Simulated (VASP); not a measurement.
Wanted: the native input for a VASP 6.6.1 run.

| Quantity | Value |
| --- | --- |
| Task | single point |
| Functional | r2SCAN |
| Potentials or basis | VASP PAW PBE potentials, release 64 (C, Si) |
| Cutoff | 520 eV |
| k mesh | 10 × 10 × 6 |
| Occupations | gaussian, width 0.01 eV |
| Spin | no spin polarisation |
| Dipole correction | no |
| Further INCAR settings | ALGO = Normal; EDIFF = 1e-07; NBANDS = 16 |

SiC3:

```
C Si
1.0
     2.79640    0.00000    0.00000
     0.00000    2.79640    0.00000
     0.00000    0.00000    4.09004
C Si
3 1
Direct
  0.50000 0.00000 0.78627
  0.50000 0.50000 0.00000
  0.00000 0.50000 0.21373
  0.00000 0.00000 0.50000
```

One way to write it, as run:

POSCAR

```
SiC3
1.0
    2.7964006865      0.0000000000      0.0000000000
    0.0000000000      2.7964006865      0.0000000000
    0.0000000000      0.0000000000      4.0900436056
C Si
3 1
Direct
    0.5000000000      0.0000000000      0.7862689763
    0.5000000000      0.5000000000      0.0000000000
    0.0000000000      0.5000000000      0.2137310237
    0.0000000000      0.0000000000      0.5000000000
```

INCAR.step1

```
SYSTEM = SiC3
PREC = Accurate ; ENCUT = 520
ISMEAR = 0 ; SIGMA = 0.01
LREAL = .False. ; LASPH = .True.
NELM = 80 ; NBANDS = 16
GGA = PE ; ALGO = Normal
EDIFF = 1E-4 ; LWAVE = .True.
LCHARG = .False.
```

INCAR.step2

```
SYSTEM = SiC3
PREC = Accurate ; ENCUT = 520
EDIFF = 1E-7 ; ISMEAR = 0
SIGMA = 0.01 ; LREAL = .False.
LASPH = .True. ; NELM = 80
ALGO = Normal ; ISIF = 2
LWAVE = .False. ; LCHARG = .False.
METAGGA = R2SCAN ; LMIXTAU = .True.
NBANDS = 16 ; ISTART = 1
```

KPOINTS

```
Automatic mesh
0
Gamma
  10 10 6
  0 0 0
```

Potentials or basis: VASP PAW PBE potentials, release 64 (C, Si).

Launch:

```sh
$ cat potpaw_PBE.64/C/POTCAR potpaw_PBE.64/Si/POTCAR > POTCAR
$ cp INCAR.step1 INCAR
$ mpirun -np 1 vasp_std > vasp.out
$ cp INCAR.step2 INCAR
$ mpirun -np 1 vasp_std > vasp.out
```

Results of the run:

```json
{"Pressure": "0.0 GPa", "Largest force": "0.046 eV/Å", "Band gap on the k mesh": "1.68 eV (least direct gap 2.15 eV)"}
```

Caveat: the PAW data sets were made with another functional, which shifts forces and pressure a little.

It took 50 s on 1 thread of Intel(R) Xeon(R) 6975P-C (Granite Rapids), with other jobs on the host, peak memory 0.16 GiB.
